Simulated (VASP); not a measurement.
Wanted: the native input for a VASP 6.6.1 run.

- Task: single point
- Functional: BLYP
- Potentials or basis: VASP PAW PBE potentials, release 64 (Li_sv, Mg)
- Cutoff: 520 eV
- k mesh: 7 × 7 × 7
- Occupations: fermi-dirac, width 0.15 eV
- Spin: no spin polarisation
- Dipole correction: no
- Further INCAR settings: ALGO = Normal; EDIFF = 1e-07; NBANDS = 14

The structure of Li3Mg lies in POSCAR:

```
Li3Mg
1.0
    4.3034419600      0.0000000000      0.0000000000
    0.0000000000      4.3034419600      0.0000000000
    0.0000000000      0.0000000000      4.3034419600
Li Mg
3 1
Direct
    0.5000000000      0.5000000000      0.0000000000
    0.5000000000      0.0000000000      0.5000000000
    0.0000000000      0.5000000000      0.5000000000
    0.0000000000      0.0000000000      0.0000000000
```

The input as run:

INCAR

```
PREC = Accurate ; ENCUT = 520
EDIFF = 1E-7 ; ISMEAR = -1
SIGMA = 0.15 ; LREAL = F
LASPH = T ; NELM = 80
ALGO = Normal ; ISIF = 2
LWAVE = F ; LCHARG = F
GGA = B5 ; ALDAX = 1.0
AGGAX = 1.0 ; AGGAC = 1.0
ALDAC = 0.0 ; NBANDS = 14
```

KPOINTS

```
Automatic mesh
0
Gamma
  7 7 7
```

Potentials or basis: VASP PAW PBE potentials, release 64 (Li_sv, Mg).

Command:

```bash
$ cat potpaw_PBE.64/Li_sv/POTCAR potpaw_PBE.64/Mg/POTCAR > POTCAR
$ mpirun -np 1 vasp_std > vasp.out
```

Wall time 14 s on 1 thread of Intel(R) Xeon(R) 6975P-C (Granite Rapids) (shared host), peak memory 0.17 GiB.
